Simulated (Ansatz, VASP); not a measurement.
One calculation of PbS, two programs

File INCAR:

```
SYSTEM = PbS
ALGO = Normal ; EDIFF = 1E-6
EDIFFG = -0.02 ; ENCUT = 600
GGA = RP ; IBRION = 2
ISIF = 3 ; ISMEAR = -1
LASPH = .True. ; LCHARG = .False.
LREAL = .False. ; LWAVE = .False.
NELM = 60 ; NSW = 80
PREC = Accurate ; SIGMA = 0.05
```

File KPOINTS:

```
k-points
0
Gamma
  8 8 8
  0 0 0
```

File POSCAR:

```
PbS
1.0
    0.0000000000      2.9657500000      2.9657500000
    2.9657500000      0.0000000000      2.9657500000
    2.9657500000      2.9657500000      0.0000000000
Pb S
1 1
Direct
    0.0000000000      0.0000000000      0.0000000000
    0.5000000000      0.5000000000      0.5000000000
```

The input input.yaml:

```yaml
crystal:
  lattice:
    - [0.0, 2.96575, 2.96575]
    - [2.96575, 0.0, 2.96575]
    - [2.96575, 2.96575, 0.0]
  atoms:
    - { symbol: Pb, position: [0.0, 0.0, 0.0] }
    - { symbol: S, position: [0.5, 0.5, 0.5] }
kpoints:
  mp_grid: { grid: [8, 8, 8] }
scf:
  occupations: { method: fermi_dirac, width: 0.05 }
hamiltonian:
  xc: rpbe
  pseudopotentials: { kind: all_electron, lapw: { basis_error: 0.001 } }
output:
  forces: true
  stress: true
relax:
  f_tol: 0.02
  max_steps: 60
  cell: {}
```

Alike in both runs: task relaxation of cell and atoms; functional RPBE; k mesh 8 × 8 × 8; occupations fermi-dirac, width 0.05 eV; no spin polarisation.

|  | VASP | Ansatz |
| --- | --- | --- |
| version | VASP 6.6.1 | Ansatz 0.2.0 |
| potentials or method | VASP PAW PBE potentials, release 64 (Pb_d, S), cutoff 600 eV | all-electron LAPW, scalar-relativistic |

```csv
,VASP,Ansatz,Ansatz less VASP
relaxed volume (Å³/atom),28.09,28.13,+0.032
relaxed length of the cell vector where the two differ most in proportion (Å),4.299,4.301,+0.0016
```

VASP's potentials were made for PBE, not for RPBE. Ansatz ran all-electron here, and VASP with PAW potentials.

Spin-orbit coupling is off throughout.
